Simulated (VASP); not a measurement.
# TePb in VASP: a series of runs, part 2 of 3

VASP 6.6.1. Earlier steps stand in the parts before.

### 3 Electric field gradients, PBEsol (volume scaled by 1.06)

File INCAR:

```
PREC = Accurate
ENCUT = 520
EDIFF = 1E-8
ISMEAR = -1
SIGMA = 0.03
LREAL = False
LASPH = True
NELM = 60
ALGO = Normal
ISIF = 2
LWAVE = False
LCHARG = False
GGA = PS
LEFG = True
NBANDS = 17
```

File KPOINTS:

```
regular mesh
0
Gamma
  10 10 10
```

File POSCAR:

```
TePb
1.0
    0.0000000000      3.2902905780      3.2902905780
    3.2902905780      0.0000000000      3.2902905780
    3.2902905780      3.2902905780      0.0000000000
Te Pb
1 1
Direct
    0.5000000000      0.5000000000      0.5000000000
    0.0000000000      0.0000000000      0.0000000000
```

Potentials or basis: VASP PAW PBE potentials, release 64 (Te, Pb_d).

Command:

```sh
$ cat potpaw_PBE.64/Te/POTCAR potpaw_PBE.64/Pb_d/POTCAR > POTCAR
$ mpirun -np 1 vasp_std > vasp.out
```

OUTCAR:

```text
PREC = Accurate
   ENCUT = 520
   EDIFF = 1E-8
   ISMEAR = -1
   LREAL = False
   LASPH = True
   NELM = 60
   ISIF = 2
   GGA = PS

 ion  position               nearest neighbor table
   1  0.500  0.500  0.500-   2 3.29   2 3.29   2 3.29   2 3.29   2 3.29   2 3.29
   2  0.000  0.000  0.000-   1 3.29   1 3.29   1 3.29   1 3.29   1 3.29   1 3.29

  LATTYP: Found a face centered cubic cell.
 ALAT       =     6.5805811560

  Lattice vectors:

 A1 = (   0.0000000000,   3.2902905780,   3.2902905780)
 A2 = (   3.2902905780,   0.0000000000,   3.2902905780)
 A3 = (   3.2902905780,   3.2902905780,   0.0000000000)

Analysis of symmetry for initial positions (statically):
=====================================================================
 Subroutine PRICEL returns:
 Original cell was already a primitive cell.

 Routine SETGRP: Setting up the symmetry group for a
 face centered cubic supercell.

 Subroutine GETGRP returns: Found 48 space group operations
 (whereof 48 operations were pure point group operations)
 out of a pool of 48 trial point group operations.

The static configuration has the point symmetry O_h .

Analysis of symmetry for dynamics (positions and initial velocities):
=====================================================================
 Subroutine PRICEL returns:
 Original cell was already a primitive cell.

 Routine SETGRP: Setting up the symmetry group for a
 face centered cubic supercell.

 Subroutine GETGRP returns: Found 48 space group operations
 (whereof 48 operations were pure point group operations)
 out of a pool of 48 trial point group operations.

The dynamic configuration has the point symmetry O_h .

 Subroutine INISYM returns: Found 48 space group operations
 (whereof 48 operations are pure point group operations),
 and found     1 'primitive' translations

----------------------------------------------------------------------------------------

                                     Primitive cell

  volume of cell :      71.2415

  direct lattice vectors                    reciprocal lattice vectors
     0.000000000  3.290290578  3.290290578    -0.151962262  0.151962262  0.151962262
     3.290290578  0.000000000  3.290290578     0.151962262 -0.151962262  0.151962262
     3.290290578  3.290290578  0.000000000     0.151962262  0.151962262 -0.151962262

  length of vectors
     4.653173560  4.653173560  4.653173560     0.263206359  0.263206359  0.263206359

  position of ions in fractional coordinates (direct lattice)
     0.500000000  0.500000000  0.500000000
     0.000000000  0.000000000  0.000000000

  ion indices of the primitive-cell ions
   primitive index   ion index
                 1           1
                 2           2

----------------------------------------------------------------------------------------

 KPOINTS: regular mesh

Automatic generation of k-mesh.
 Grid dimensions read from file:
[... 64 lines left out ...]
   NELM   =     60;   NELMIN=  2; NELMDL= -5     # of ELM steps
   EDIFF  = 0.1E-07   stopping-criterion for ELM
   LREAL  =      F    real-space projection
   EDIFFG = 0.1E-06   stopping-criterion for IOM
   NSW    =      0    number of steps for IOM
   IBRION =     -1    ionic relax: 0-MD 1-quasi-New 2-CG
   NFREE  =      0    steps in history (QN), initial steepest desc. (CG)
   ISIF   =      2    stress and relaxation
   ISYM   =      2    0-nonsym 1-usesym 2-fastsym
   POTIM  = 0.5000    time-step for ionic-motion
   TEBEG  =    0.0;   TEEND  =   0.0 temperature during run
   PSTRESS=    0.0 pullay stress
   NELECT =      20.0000    total number of electrons
   NUPDOWN=      -1.0000    fix difference up-down
   EMIN   =  10.00;   EMAX   =-10.00  energy-range for DOS
   EFERMI =   0.00;   METHOD = LEGACY
   ISMEAR =    -1;   SIGMA  =   0.03  broadening in eV -4-tet -1-fermi 0-gaus
   EFERMI_NEDOS =   21; number of points for ismear=-14 and -15
   IALGO  =     38    algorithm
   IMIX   =      4    mixing-type and parameters
     AMIX     =   0.40;   BMIX     =  1.00
     AMIX_MAG =   1.60;   BMIX_MAG =  1.00
  volume/ion in A,a.u.               =      35.62       240.38
  Fermi-wavevector in a.u.,A,eV,Ry     =   1.071948  2.025689 15.634095  1.149074
  Thomas-Fermi vector in A             =   2.207704
   LORBIT       =      0    0 simple, 1 ext, 2 COOP (PROOUT), +10 PAW based schemes
   GGA     = PS    functional components
   LHFCALC =     F    Hartree Fock is set to
   AEXX    =    0.0000 exact exchange contribution
   IVDW    =     0    specifies the selected vdW correction
   LEPSILON=     F    determine dielectric tensor
   LRPA    =     F    only Hartree local field effects (RPA)
 non-spin polarized calculation
  energy-cutoff  :      520.00
  volume of cell :       71.24
 maximum number of plane-waves:      1936
   NGX = 17   NGY = 17   NGZ = 17

 number of electron      19.9999998 magnetization

 Free energy of the ion-electron system (eV)
  ---------------------------------------------------
  ext. energy  EPLUGINS =         0.00000000
  ---------------------------------------------------
  free energy    TOTEN  =        -8.22393937 eV

  energy without entropy =       -8.22393935  energy(sigma->0) =       -8.22393936

 E-fermi :   5.1572     XC(G=0):  -9.2289

 val. band max:        4.7670177701   @ k =   0.5000   0.0000   0.0000
 cond. band min:       5.5419607795   @ k =   0.5000   0.0000   0.0000
 fundamental gap:      0.7749430094
 Fermi energy:         5.1572436233

 k-point     1 :       0.0000    0.0000    0.0000
  band No.  band energies     occupation
      1     -11.7719      2.00000
      2     -11.7719      2.00000
      3     -11.7650      2.00000
      4     -11.7650      2.00000
      5     -11.7650      2.00000
      6      -6.8202      2.00000
[... 457 lines left out ...]
      4     -11.7492      2.00000
      5     -11.7484      2.00000
      6      -5.6852      2.00000
[... 9 lines left out ...]
     16      14.3625      0.00000
     17      14.8635      0.00000

 [... further k-points ...]
[... 5 lines left out ...]
  --------------------------------------------------------------------------------------
  -------------------------------------------------------------------------------------
  Total       -1.1066177     -1.1066177     -1.1066177      0.0000000      0.0000000     -0.0000000
  in kB      -24.8871645    -24.8871645    -24.8871645      0.0000000      0.0000000     -0.0000000
  external PRESSURE =     -24.8871645 kB  Pullay stress =       0.0000000 kB

 VOLUME and BASIS-vectors are now :
 -----------------------------------------------------------------------------
  energy-cutoff  :      520.00
  volume of cell :       71.24
      direct lattice vectors                 reciprocal lattice vectors
     0.000000000  3.290290578  3.290290578    -0.151962262  0.151962262  0.151962262
     3.290290578  0.000000000  3.290290578     0.151962262 -0.151962262  0.151962262
     3.290290578  3.290290578  0.000000000     0.151962262  0.151962262 -0.151962262

 POSITION                                       TOTAL-FORCE (eV/Angst)
 -----------------------------------------------------------------------------------
      3.29029      3.29029      3.29029        -0.000000      0.000000     -0.000000
      0.00000      0.00000      0.00000         0.000000     -0.000000      0.000000
 -----------------------------------------------------------------------------------
    total drift:                               -0.000000      0.000000      0.000000

  FREE ENERGIE OF THE ION-ELECTRON SYSTEM (eV)
  ---------------------------------------------------
  free  energy   TOTEN  =        -8.2239393730 eV

  energy  without entropy=       -8.2239393546  energy(sigma->0) =       -8.22393936

 Electric field gradients (V/A^2)
---------------------------------------------------------------------
 ion       V_xx      V_yy      V_zz      V_xy      V_xz      V_yz
---------------------------------------------------------------------
   1      -0.000     0.000     0.000    -0.000    -0.000    -0.000
   2       0.000    -0.000    -0.000    -0.001    -0.001    -0.001
---------------------------------------------------------------------

 Electric field gradients after diagonalization (V/A^2)
 (convention: |V_zz| > |V_xx| > |V_yy|)
----------------------------------------------------------------------
 ion       V_xx      V_yy      V_zz     asymmetry (V_yy - V_xx)/ V_zz
----------------------------------------------------------------------
   1       0.000     0.000    -0.000       0.000
   2       0.001     0.001    -0.002       0.000
----------------------------------------------------------------------

           NMR quadrupolar parameters

 Cq : quadrupolar parameter    Cq=e*Q*V_zz/h
 eta: asymmetry parameters     (V_yy - V_xx)/ V_zz
 Q  : nuclear electric quadrupole moment in mb (millibarn)
----------------------------------------------------------------------
 ion       Cq(MHz)       eta       Q (mb)
----------------------------------------------------------------------
   1      -0.000       0.000       1.000
   2      -0.000       0.000       1.000
----------------------------------------------------------------------
```

OSZICAR:

```text
N       E                     dE             d eps       ncg     rms          rms(c)
DAV:   1     0.148552380050E+03    0.14855E+03   -0.90842E+03  1598   0.113E+03
DAV:   2     0.237731534952E+01   -0.14618E+03   -0.14107E+03  1707   0.287E+02
DAV:   3    -0.807091339702E+01   -0.10448E+02   -0.10393E+02  2097   0.837E+01
DAV:   4    -0.835829916616E+01   -0.28739E+00   -0.28716E+00  2059   0.155E+01
DAV:   5    -0.836867335370E+01   -0.10374E-01   -0.10374E-01  2318   0.263E+00    0.295E+00
DAV:   6    -0.822960275034E+01    0.13907E+00   -0.31029E-01  2302   0.392E+00    0.178E+00
DAV:   7    -0.822348738380E+01    0.61154E-02   -0.78955E-02  2048   0.138E+00    0.857E-01
DAV:   8    -0.822417049887E+01   -0.68312E-03   -0.95264E-03  1969   0.971E-01    0.129E-01
DAV:   9    -0.822392558540E+01    0.24491E-03   -0.16963E-03  2359   0.386E-01    0.475E-02
DAV:  10    -0.822393754440E+01   -0.11959E-04   -0.12319E-04  1981   0.847E-02    0.227E-02
DAV:  11    -0.822393941487E+01   -0.18705E-05   -0.17377E-05  2116   0.275E-02    0.571E-03
DAV:  12    -0.822393953271E+01   -0.11784E-06   -0.12525E-06  2114   0.125E-02    0.543E-03
DAV:  13    -0.822393938066E+01    0.15205E-06   -0.11693E-07  2046   0.301E-03    0.273E-03
DAV:  14    -0.822393937300E+01    0.76673E-08   -0.80566E-08  2095   0.213E-03
   1 F= -.82239394E+01 E0= -.82239394E+01  d E =-.184346E-07
```

stdout:

```text
POSCAR found type information on POSCAR TePb
 POSCAR found :  2 types and       2 ions
 scaLAPACK will be used
 -----------------------------------------------------------------------------
|                                                                             |
|                                                                             |
|     You enforced a specific xc type in the INCAR file but a different       |
|     I HOPE YOU KNOW WHAT YOU ARE DOING!                                     |
|                                                                             |
 -----------------------------------------------------------------------------

 LDA part: xc-table for (Slater+PW92), standard interpolation
 POSCAR, INCAR and KPOINTS ok, starting setup
 FFT: planning ... GRIDC
 FFT: planning ... GRID_SOFT
 FFT: planning ... GRID
 WAVECAR not read
 entering main loop
ion   1

ion   2
```

Run time: 74 s. Hardware: 1 thread of AMD EPYC 7R43 (Zen 3), shared host; peak memory 0.19 GiB.

What came out:

```yaml
Free_energy: -8.2239 eV
Pressure: -2.5 GPa
Band_gap_on_the_k_mesh: 0.78 eV, direct
```

Levels at points of the mesh, in eV from the valence-band top:
```csv
k point,band 8,band 9,band 10,band 11,band 12,band 13
"(0.00, 0.00, 0.00)",-1.12,-1.12,-1.12,4.00,4.00,4.00
"(0.50, 0.00, 0.00)",-0.70,-0.70,0.00,0.77,1.38,1.38
"(0.50, 0.50, 0.00)",-4.09,-2.49,-2.49,3.45,5.28,5.28
```

Caveat: without QUAD_EFG the Cq values of the log hold for a quadrupole moment of 1 mb, not for the nuclei; the PAW data sets were made with another functional, which shifts forces and pressure a little; spin-orbit coupling is left out, which moves the levels of the heavy elements.

(Part 2 of 3 ends here.)
